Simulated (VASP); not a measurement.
ZrGa2Se2: relaxation of cell and atoms with PBE

ZrGa2Se2:

```
Zr Ga Se
1.0
     4.16094    0.00000    0.00000
    -2.08047    3.60348    0.00000
     0.00000    0.00000    7.17937
Zr Ga Se
1 2 2
Cartesian
  0.0000 0.0000 0.0000
  0.0000 2.4023 3.5897
  2.0805 1.2012 3.5897
  0.0000 2.4023 0.0000
  2.0805 1.2012 0.0000
```

```json
{"Program": "VASP 6.6.1", "Task": "relaxation of cell and atoms", "Functional": "PBE", "Potentials or basis": "VASP PAW PBE potentials, release 64 (Zr_sv, Ga_d, Se)", "Cutoff": "600 eV", "k mesh": "6 × 6 × 4", "Occupations": "gaussian, width 0.1 eV", "Spin": "no spin polarisation", "Dipole correction": "no", "Further INCAR settings": "ALGO = Normal; EDIFF = 1e-06; IBRION = 2; EDIFFG = -0.04; NSW = 90; ISIF = 3"}
```

| Item | Value |
| --- | --- |
| Relaxed volume | 23.22 Å³/atom |
| Relaxed cell | a = 4.905 Å, b = 4.905 Å, c = 5.571 Å, α = 90.00°, β = 90.00°, γ = 120.00° |
| Space group after relaxing (to 0.05 Å) | P6/mmm (No. 191) |
| Energy gained by relaxing | 1227.7 meV/atom |
| Ionic steps | 13 |
| Pressure after relaxing | 0.1 GPa |
| Band gap on the k mesh | zero (band 25 reaches 6.52 eV, above the bottom of band 26 at 4.98 eV) |

Step by step:
| step | energy change (eV) | largest force (eV/Å) | pressure (GPa) | volume (Å³) |
| --- | --- | --- | --- | --- |
| 1 | 0.0000 | 0.0000 | 39.04 | 107.65 |
| 2 | -2.2206 | 0.0000 | -9.04 | 203.23 |
| 3 | -5.3170 | 0.0000 | -2.77 | 147.78 |
| 4 | -5.3290 | 0.0000 | -2.20 | 146.26 |
| 5 | -5.3326 | 0.0000 | -1.64 | 144.84 |
| 6 | -5.4868 | 0.0000 | -1.57 | 139.82 |
| 7 | -5.8642 | 0.0000 | -1.02 | 128.16 |
| 8 | -5.8419 | 0.0000 | 5.65 | 104.65 |
| 9 | -6.0959 | 0.0000 | 0.04 | 119.22 |
| 10 | -6.1228 | 0.0000 | 1.70 | 112.82 |
| 11 | -6.1314 | 0.0000 | 1.00 | 114.96 |
| 12 | -6.1201 | 0.0000 | -1.38 | 117.95 |
| 13 | -6.1387 | 0.0000 | 0.08 | 116.08 |

Final structure:
```
Zr Ga Se
1.0
     4.90527    0.00000    0.00000
    -2.45263    4.24809    0.00000
     0.00000    0.00000    5.57082
Zr Ga Se
1 2 2
Direct
  0.00000 0.00000 0.00000
  0.33333 0.66667 0.50000
  0.66667 0.33333 0.50000
  0.33333 0.66667 0.00000
  0.66667 0.33333 0.00000
```

Levels at points of the mesh, in eV from the Fermi level:
```tsv
k point	band 21	band 22	band 23	band 24	band 25	band 26	band 27	band 28	band 29	band 30
(0.00, 0.00, 0.00)	-2.11	-1.22	-1.22	-0.82	0.40	0.40	0.73	0.87	0.87	3.48
(0.50, 0.00, 0.00)	-4.28	-3.57	-1.82	-0.55	-0.32	-0.06	0.06	1.35	1.74	3.38
(0.00, 0.00, 0.50)	-1.62	-1.06	-1.06	-0.70	0.01	0.01	0.13	0.13	2.56	2.65
(0.50, 0.00, 0.50)	-1.79	-1.58	-1.16	-0.77	-0.50	0.37	1.22	1.33	1.57	1.72
```

It took 9.5 min on 1 thread of Intel(R) Xeon(R) 6975P-C (Granite Rapids) (shared host), peak memory 0.34 GiB.
